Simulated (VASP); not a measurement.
# CO2 in VASP: a series of runs

Runs on CO2. Level: PBE+D3(BJ). Tasks: single point.

All numbers are computed with VASP 6.6.1; they aren't measurements. Logs are shortened: lines on timing, memory, paths and dates and some standing lists are left out, and cuts for length are marked.

**1. The cell of the first run**

The cell holds an amorphous packing of atoms, 18 atoms: a = 7.580 Å, b = 7.580 Å, c = 7.580 Å, α = 90.00°, β = 90.00°, γ = 90.00°.

**2. Single point, PBE+D3(BJ)**

Input file INCAR:

```
SYSTEM = CO2
PREC = Accurate ; ENCUT = 910
EDIFF = 1E-6 ; ISMEAR = -1
SIGMA = 0.05 ; LREAL = Auto
LASPH = .TRUE. ; NELM = 120
ALGO = Normal ; ISIF = 2
LWAVE = .FALSE. ; LCHARG = .FALSE.
GGA = PE ; IVDW = 12
NBANDS = 63 ; GGA_COMPAT = .FALSE.
```

Input file KPOINTS:

```
Automatic mesh
0
G
  1 1 1
  0 0 0
```

Input file POSCAR:

```
CO2
1.0
    7.5804670000      0.0000000000      0.0000000000
    0.0000000000      7.5804670000      0.0000000000
    0.0000000000      0.0000000000      7.5804670000
C O
6 12
Direct
    0.0573447520      0.6469786096      0.1087795778
    0.0510258801      0.1562040967      0.7559428726
    0.6648534978      0.4433631859      0.6814751651
    0.5157993564     -0.0413562911     -0.0465538601
    0.5094541009      0.9615370663      0.4305011815
    0.0322539495      0.1466268503      0.2288381441
    0.1103098266      0.5273553727      0.0257503924
   -0.0273597919      0.7560088316      0.1774956609
    0.1229079950      0.0503135229      0.8427053373
   -0.0215817838      0.2484807334      0.6605265876
    0.7236889231      0.4865399454      0.8188809476
    0.5886444727      0.4135761029      0.5500848431
    0.4225069511     -0.1120379523      0.0526748550
    0.6066380871      0.0242201437     -0.1454132048
    0.6181545279      1.0386167501      0.3456515278
    0.4250925438      0.8676510299      0.5209177746
   -0.1135550092      0.1280396049      0.1677469211
    0.1685384291      0.1732610933      0.2885178446
```

Potentials or basis: VASP PAW PBE potentials, release 64 (C_h, O_h).

Run with:

```sh
$ cat potpaw_PBE.64/C_h/POTCAR potpaw_PBE.64/O_h/POTCAR > POTCAR
$ mpirun -np 1 vasp_gam > vasp.out
```

OUTCAR:

```text
SYSTEM = CO2
   PREC = Accurate
   ENCUT = 910
   EDIFF = 1E-6
   ISMEAR = -1
   LREAL = Auto
   LASPH = .TRUE.
   NELM = 120
   ISIF = 2
   GGA = PE
   IVDW = 12
 IVDW          = 12

 ion  position               nearest neighbor table
   1  0.057  0.647  0.109-   8 1.17   7 1.17
   2  0.051  0.156  0.756-  10 1.15   9 1.17
   3  0.665  0.443  0.681-  12 1.17  11 1.18
   4  0.516  0.959  0.953-  14 1.13  13 1.16
   5  0.509  0.962  0.431-  16 1.18  15 1.20
   6  0.032  0.147  0.229-  18 1.15  17 1.21
   7  0.110  0.527  0.026-   1 1.17
   8  0.973  0.756  0.177-   1 1.17
   9  0.123  0.050  0.843-   2 1.17
  10  0.978  0.248  0.661-   2 1.15
  11  0.724  0.487  0.819-   3 1.18
  12  0.589  0.414  0.550-   3 1.17
  13  0.423  0.888  0.053-   4 1.16
  14  0.607  0.024  0.855-   4 1.13
  15  0.618  0.039  0.346-   5 1.20
  16  0.425  0.868  0.521-   5 1.18
  17  0.886  0.128  0.168-   6 1.21
  18  0.169  0.173  0.289-   6 1.15

  LATTYP: Found a simple cubic cell.
 ALAT       =     7.5804670000

  Lattice vectors:

 A1 = (   7.5804670000,   0.0000000000,   0.0000000000)
 A2 = (   0.0000000000,   7.5804670000,   0.0000000000)
 A3 = (   0.0000000000,   0.0000000000,   7.5804670000)

Analysis of symmetry for initial positions (statically):
=====================================================================
 Subroutine PRICEL returns:
 Original cell was already a primitive cell.

 Routine SETGRP: Setting up the symmetry group for a
 simple cubic supercell.

 Subroutine GETGRP returns: Found  1 space group operations
 (whereof  1 operations were pure point group operations)
 out of a pool of 48 trial point group operations.

The static configuration has the point symmetry C_1 .

Analysis of symmetry for dynamics (positions and initial velocities):
=====================================================================
 Subroutine PRICEL returns:
 Original cell was already a primitive cell.

 Routine SETGRP: Setting up the symmetry group for a
 simple cubic supercell.

 Subroutine GETGRP returns: Found  1 space group operations
 (whereof  1 operations were pure point group operations)
 out of a pool of 48 trial point group operations.

The dynamic configuration has the point symmetry C_1 .

 Subroutine INISYM returns: Found  1 space group operations
 (whereof  1 operations are pure point group operations),
 and found     1 'primitive' translations

----------------------------------------------------------------------------------------

                                     Primitive cell

  volume of cell :     435.6000

  direct lattice vectors                    reciprocal lattice vectors
     7.580467000  0.000000000  0.000000000     0.131917994  0.000000000  0.000000000
     0.000000000  7.580467000  0.000000000     0.000000000  0.131917994  0.000000000
     0.000000000  0.000000000  7.580467000     0.000000000  0.000000000  0.131917994

  length of vectors
     7.580467000  7.580467000  7.580467000     0.131917994  0.131917994  0.131917994

  position of ions in fractional coordinates (direct lattice)
     0.057344752  0.646978610  0.108779578
     0.051025880  0.156204097  0.755942873
     0.664853498  0.443363186  0.681475165
     0.515799356  0.958643709  0.953446140
     0.509454101  0.961537066  0.430501181
     0.032253950  0.146626850  0.228838144
     0.110309827  0.527355373  0.025750392
     0.972640208  0.756008832  0.177495661
     0.122907995  0.050313523  0.842705337
     0.978418216  0.248480733  0.660526588
     0.723688923  0.486539945  0.818880948
     0.588644473  0.413576103  0.550084843
     0.422506951  0.887962048  0.052674855
     0.606638087  0.024220144  0.854586795
     0.618154528  0.038616750  0.345651528
     0.425092544  0.867651030  0.520917775
     0.886444991  0.128039605  0.167746921
     0.168538429  0.173261093  0.288517845

  ion indices of the primitive-cell ions
   primitive index   ion index
                 1           1
                 2           2
                 3           3
                 4           4
                 5           5
                 6           6
                 7           7
                 8           8
                 9           9
                10          10
                11          11
                12          12
                13          13
                14          14
                15          15
                16          16
                17          17
                18          18

----------------------------------------------------------------------------------------

 KPOINTS: Automatic mesh

Automatic generation of k-mesh.
 Grid dimensions read from file:
 generate k-points for:    1    1    1

 Generating k-lattice:

  Cartesian coordinates                     Fractional coordinates (reciprocal lattice)
     0.131917994  0.000000000  0.000000000     1.000000000  0.000000000  0.000000000
     0.000000000  0.131917994  0.000000000     0.000000000  1.000000000  0.000000000
     0.000000000  0.000000000  0.131917994     0.000000000  0.000000000  1.000000000

  Length of vectors
     0.131917994  0.131917994  0.131917994

  Shift w.r.t. Gamma in fractional coordinates (k-lattice)
     0.000000000  0.000000000  0.000000000

 Subroutine IBZKPT returns following result:
 ===========================================

 Found      1 irreducible k-points:

 Following reciprocal coordinates:
            Coordinates               Weight
  0.000000  0.000000  0.000000      1.000000
   k-points           NKPTS =      1   k-points in BZ     NKDIM =      1   number of bands    NBANDS=     63
   number of dos      NEDOS =    301   number of ions     NIONS =     18
   total plane-waves  NPLWV = 512000
   dimension x,y,z NGX =    80 NGY =   80 NGZ =   80
   dimension x,y,z NGXF=   160 NGYF=  160 NGZF=  160
   ions per type =               6  12
   NGX,Y,Z   is equivalent  to a cutoff of  17.54, 17.54, 17.54 a.u.
   NGXF,Y,Z  is equivalent  to a cutoff of  35.09, 35.09, 35.09 a.u.
 SYSTEM =  CO2
   PREC   = accura    normal or accurate (medium, high low for compatibility)
   ISTART =      0    job   : 0-new  1-cont  2-samecut
   ICHARG =      2    charge: 1-file 2-atom 10-const
   ISPIN  =      1    spin polarized calculation?
   LNONCOLLINEAR =      F non collinear calculations
   LSORBIT =      F    spin-orbit coupling
   LASPH  =      T    aspherical Exc in radial PAW
   ENCUT  =  910.0 eV  66.88 Ry    8.18 a.u.  18.65 18.65 18.65*2*pi/ulx,y,z
   NELM   =    120;   NELMIN=  2; NELMDL= -5     # of ELM steps
   EDIFF  = 0.1E-05   stopping-criterion for ELM
   LREAL  =      T    real-space projection
   EDIFFG = 0.1E-04   stopping-criterion for IOM
   NSW    =      0    number of steps for IOM
   IBRION =     -1    ionic relax: 0-MD 1-quasi-New 2-CG
   NFREE  =      0    steps in history (QN), initial steepest desc. (CG)
   ISIF   =      2    stress and relaxation
   ISYM   =      2    0-nonsym 1-usesym 2-fastsym
   POTIM  = 0.5000    time-step for ionic-motion
   TEBEG  =    0.0;   TEEND  =   0.0 temperature during run
   PSTRESS=    0.0 pullay stress
   NELECT =      96.0000    total number of electrons
   NUPDOWN=      -1.0000    fix difference up-down
   EMIN   =  10.00;   EMAX   =-10.00  energy-range for DOS
   EFERMI =   0.00;   METHOD = LEGACY
   ISMEAR =    -1;   SIGMA  =   0.05  broadening in eV -4-tet -1-fermi 0-gaus
   EFERMI_NEDOS =   21; number of points for ismear=-14 and -15
   IALGO  =     38    algorithm
   IMIX   =      4    mixing-type and parameters
     AMIX     =   0.40;   BMIX     =  1.00
     AMIX_MAG =   1.60;   BMIX_MAG =  1.00
  volume/ion in A,a.u.               =      24.20       163.31
  Fermi-wavevector in a.u.,A,eV,Ry     =   0.988863  1.868679 13.304446  0.977849
  Thomas-Fermi vector in A             =   2.120420
   LORBIT       =      0    0 simple, 1 ext, 2 COOP (PROOUT), +10 PAW based schemes
   GGA     = PE    functional components
   LHFCALC =     F    Hartree Fock is set to
   AEXX    =    0.0000 exact exchange contribution
   IVDW    =    12    specifies the selected vdW correction
   LEPSILON=     F    determine dielectric tensor
   LRPA    =     F    only Hartree local field effects (RPA)
 non-spin polarized calculation
  energy-cutoff  :      910.00
  volume of cell :      435.60
 maximum number of plane-waves:     13601
 NGX is ok and might be reduce to    80
   NGX = 37   NGY = 37   NGZ = 37

 number of electron      95.9999996 magnetization

 Free energy of the ion-electron system (eV)
  ---------------------------------------------------
  ext. energy  EPLUGINS =         0.00000000
  ---------------------------------------------------
  free energy    TOTEN  =      -139.00308986 eV

  energy without entropy =     -139.00308986  energy(sigma->0) =     -139.00308986

 E-fermi :  -3.9498     XC(G=0):  -5.7664

 val. band max:       -5.1931961291   @ k =   0.0000   0.0000   0.0000
 cond. band min:       0.9278325932   @ k =   0.0000   0.0000   0.0000
 fundamental gap:      6.1210287223
 Fermi energy:        -3.9498383045

 k-point     1 :       0.0000    0.0000    0.0000
  band No.  band energies     occupation
      1     -26.0980      2.00000
      2     -26.0648      2.00000
      3     -25.7445      2.00000
      4     -25.7019      2.00000
      5     -25.5086      2.00000
      6     -25.3674      2.00000
      7     -24.9669      2.00000
      8     -24.8974      2.00000
      9     -24.6274      2.00000
     10     -24.4639      2.00000
     11     -24.2195      2.00000
     12     -24.0935      2.00000
     13     -10.7179      2.00000
     14     -10.5417      2.00000
     15     -10.4954      2.00000
     16     -10.4432      2.00000
     17     -10.3322      2.00000
     18     -10.2554      2.00000
     19      -9.8123      2.00000
     20      -9.7142      2.00000
     21      -9.6669      2.00000
     22      -9.5933      2.00000
     23      -9.4927      2.00000
     24      -9.4132      2.00000
     25      -9.3830      2.00000
     26      -9.2676      2.00000
     27      -9.2541      2.00000
     28      -9.1995      2.00000
     29      -9.0870      2.00000
     30      -9.0496      2.00000
     31      -8.9528      2.00000
     32      -8.8874      2.00000
     33      -8.8327      2.00000
     34      -8.7869      2.00000
     35      -8.6724      2.00000
     36      -8.6318      2.00000
     37      -5.9696      2.00000
     38      -5.8848      2.00000
     39      -5.8539      2.00000
     40      -5.7123      2.00000
     41      -5.6820      2.00000
     42      -5.6072      2.00000
     43      -5.5197      2.00000
     44      -5.4587      2.00000
     45      -5.4118      2.00000
     46      -5.3086      2.00000
     47      -5.2676      2.00000
     48      -5.1932      2.00000
     49       0.9278      0.00000
     50       1.9929      0.00000
     51       2.2620      0.00000
     52       2.4114      0.00000
     53       2.6971      0.00000
     54       2.7045      0.00000
     55       2.8792      0.00000
     56       2.8965      0.00000
     57       2.9448      0.00000
     58       3.1392      0.00000
     59       3.2354      0.00000
     60       3.3541      0.00000
 [bands above 60 left out]

------------------------ aborting loop because EDIFF is reached ----------------------------------------

 Edisp (eV)   -0.73193

 E8    (eV) :    -0.1830

  FORCE on cell =-STRESS in cart. coord.  units (eV):
  Direction    XX          YY          ZZ          XY          YZ          ZX
  --------------------------------------------------------------------------------------
  -------------------------------------------------------------------------------------
  Total      -0.17797     0.51968     0.95175    -0.72119    -1.91132    -1.52879
  in kB      -0.65461     1.91144     3.50064    -2.65261    -7.03000    -5.62304
  external pressure =        1.59 kB  Pullay stress =        0.00 kB

 VOLUME and BASIS-vectors are now :
 -----------------------------------------------------------------------------
  energy-cutoff  :      910.00
  volume of cell :      435.60
      direct lattice vectors                 reciprocal lattice vectors
     7.580467000  0.000000000  0.000000000     0.131917994  0.000000000  0.000000000
     0.000000000  7.580467000  0.000000000     0.000000000  0.131917994  0.000000000
     0.000000000  0.000000000  7.580467000     0.000000000  0.000000000  0.131917994

 POSITION                                       TOTAL-FORCE (eV/Angst)
 -----------------------------------------------------------------------------------
      0.43470      4.90440      0.82460        -1.336663     -0.831447     -0.979434
      0.38680      1.18410      5.73040         0.964350     -2.014022      0.959858
      5.03990      3.36090      5.16590        -0.711649      0.788836      0.707214
      3.91000      7.26697      7.22757        -1.945698     -1.584569      2.081471
      3.86190      7.28890      3.26340         2.345247      0.017850     -0.661576
      0.24450      1.11150      1.73470        -5.148464     -0.367160     -2.162912
      0.83620      3.99760      0.19520         0.757411      0.302192      0.418331
      7.37307      5.73090      1.34550         0.634570      0.392889      0.546787
      0.93170      0.38140      6.38810         0.119079      0.299154      0.230990
      7.41687      1.88360      5.00710        -0.993794      1.644317     -1.312954
      5.48590      3.68820      6.20750         0.041809     -0.393142     -0.729841
      4.46220      3.13510      4.16990         0.542935     -0.257791      0.114284
      3.20280      6.73117      0.39930        -0.572062     -0.429176      0.549434
      4.59860      0.18360      6.47817         2.495297      1.926086     -2.687041
      4.68590      0.29273      2.62020        -2.355276     -0.794736      1.398850
      3.22240      6.57720      3.94880        -0.281067      0.702350     -0.442760
      6.71967      0.97060      1.27160         3.168913      0.424101      0.961055
      1.27760      1.31340      2.18710         2.275061      0.174266      1.008244
 -----------------------------------------------------------------------------------
    total drift:                                0.002918     -0.005908      0.009191

  FREE ENERGIE OF THE ION-ELECTRON SYSTEM (eV)
  ---------------------------------------------------
  free  energy   TOTEN  =      -139.7350237399 eV

  energy  without entropy=     -139.7350237399  energy(sigma->0) =     -139.73502374
```

Wall time 58 s (1 thread of Intel Xeon 6975P-C (Granite Rapids), shared host); peak memory 0.9 GiB.

Results:

```yaml
Free_energy: -139.7350 eV
Pressure: 0.2 GPa
Largest_force: 5.596 eV/Å
Band_gap_on_the_k_mesh: 6.12 eV
Dispersion_energy_per_atom: -0.041 eV
```

Forces in eV/Å, atoms in the order of the input:
```
C   -1.337 -0.831 -0.979
C    0.964 -2.014  0.960
C   -0.712  0.789  0.707
C   -1.946 -1.585  2.081
C    2.345  0.018 -0.662
C   -5.148 -0.367 -2.163
O    0.757  0.302  0.418
O    0.635  0.393  0.547
O    0.119  0.299  0.231
O   -0.994  1.644 -1.313
O    0.042 -0.393 -0.730
O    0.543 -0.258  0.114
O   -0.572 -0.429  0.549
O    2.495  1.926 -2.687
O   -2.355 -0.795  1.399
O   -0.281  0.702 -0.443
O    3.169  0.424  0.961
O    2.275  0.174  1.008
```

Stress tensor (GPa, compression positive):
```
-0.07 -0.27 -0.56
-0.27  0.19 -0.70
-0.56 -0.70  0.35
```

Levels at points of the mesh, in eV from the valence-band top:
| k point | band 45 | band 46 | band 47 | band 48 | band 49 | band 50 | band 51 | band 52 |
| --- | --- | --- | --- | --- | --- | --- | --- | --- |
| (0.00, 0.00, 0.00) | -0.22 | -0.12 | -0.07 | 0.00 | 6.12 | 7.19 | 7.46 | 7.60 |

Caveat: the k points lie up to 0.83 Å⁻¹ apart; the cutoff is under 1.25 times the usual one of these potentials, so pressure, stress and relaxed cells hold a basis-set (Pulay) error.

**3. Single point, PBE+D3(BJ)**

Input file INCAR:

```
SYSTEM = CO2
PREC = Accurate ; ENCUT = 910
EDIFF = 1E-6 ; ISMEAR = -1
SIGMA = 0.05 ; LREAL = Auto
LASPH = .True. ; NELM = 120
ALGO = Normal ; ISIF = 2
LWAVE = .False. ; LCHARG = .False.
GGA = PE ; IVDW = 12
NBANDS = 63 ; GGA_COMPAT = .False.
```

Input file KPOINTS:

```
Automatic mesh
0
Gamma
  1 1 1
  0 0 0
```

Input file POSCAR:

```
CO2
1.0
    7.5804670000      0.0000000000      0.0000000000
    0.0000000000      7.5804670000      0.0000000000
    0.0000000000      0.0000000000      7.5804670000
C O
6 12
Direct
    0.0886093166      0.6580333375      0.1772186331
    0.0394039048      0.0904825521      0.7023973589
    0.6748001146      0.4542991876      0.8102271272
    0.5430536140     -0.0331246083     -0.0297738912
    0.4887957431      0.9656924831      0.4411733472
    0.1075527405      0.1549640675      0.1656890004
    0.2113590099      0.6011766821      0.0960362996
   -0.0216873182      0.7194675473      0.2595486531
    0.1185415094     -0.0099993839      0.7901887839
   -0.0479785744      0.1878248398      0.6220461088
    0.7718653745      0.4451572707      0.9316708324
    0.5902538722      0.4487058647      0.6839684151
    0.4762635336     -0.0940047625      0.0956273538
    0.6069414985      0.0076380519     -0.1647919581
    0.6207269288      1.0517689741      0.4375456024
    0.3655315695      0.8791147036      0.4492071531
   -0.0013323717      0.0711169905      0.0889391115
    0.2148284532      0.2417001486      0.2412252438
```

Potentials or basis: VASP PAW PBE potentials, release 64 (C_h, O_h).

Run with:

```sh
$ cat potpaw_PBE.64/C_h/POTCAR potpaw_PBE.64/O_h/POTCAR > POTCAR
$ mpirun -np 1 vasp_gam > vasp.out
```

Wall time 98 s (1 thread of Intel Xeon Platinum 8488C (Sapphire Rapids), shared host); peak memory 0.89 GiB.

Results (log left out):

| Quantity | Value |
| --- | --- |
| Free energy | -139.8121 eV |
| Pressure | -0.5 GPa |
| Largest force | 4.824 eV/Å |
| Band gap on the k mesh | 6.10 eV |
| Dispersion energy per atom | -0.041 eV |

Forces on the atoms (eV/Å):
```
C    3.959 -1.491 -2.313
C    0.121 -0.830  0.766
C    1.855 -0.776  1.409
C   -0.056 -0.977 -0.570
C    4.140  2.475  0.049
C   -0.372  0.058 -0.012
O   -1.799  0.600  0.854
O   -2.196  0.871  1.435
O    0.183  0.268 -0.838
O   -0.056  0.454 -0.445
O   -0.609  0.425 -0.236
O   -1.233  0.353 -1.170
O    0.118  0.554 -0.098
O   -0.020  0.445  0.479
O   -1.821 -1.036 -0.081
O   -2.356 -1.438  0.201
O    1.456  1.333  1.514
O   -1.314 -1.287 -0.944
```

Stress tensor (GPa, compression positive):
```
-1.03 -0.67 -0.71
-0.67 -0.65 -0.36
-0.71 -0.36  0.26
```

Levels at points of the mesh, in eV from the valence-band top:
| k point | band 45 | band 46 | band 47 | band 48 | band 49 | band 50 | band 51 | band 52 |
| --- | --- | --- | --- | --- | --- | --- | --- | --- |
| (0.00, 0.00, 0.00) | -0.18 | -0.17 | -0.10 | 0.00 | 6.10 | 7.33 | 7.61 | 7.64 |

Caveat: the k points lie up to 0.83 Å⁻¹ apart; the cutoff is under 1.25 times the usual one of these potentials, so pressure, stress and relaxed cells hold a basis-set (Pulay) error.
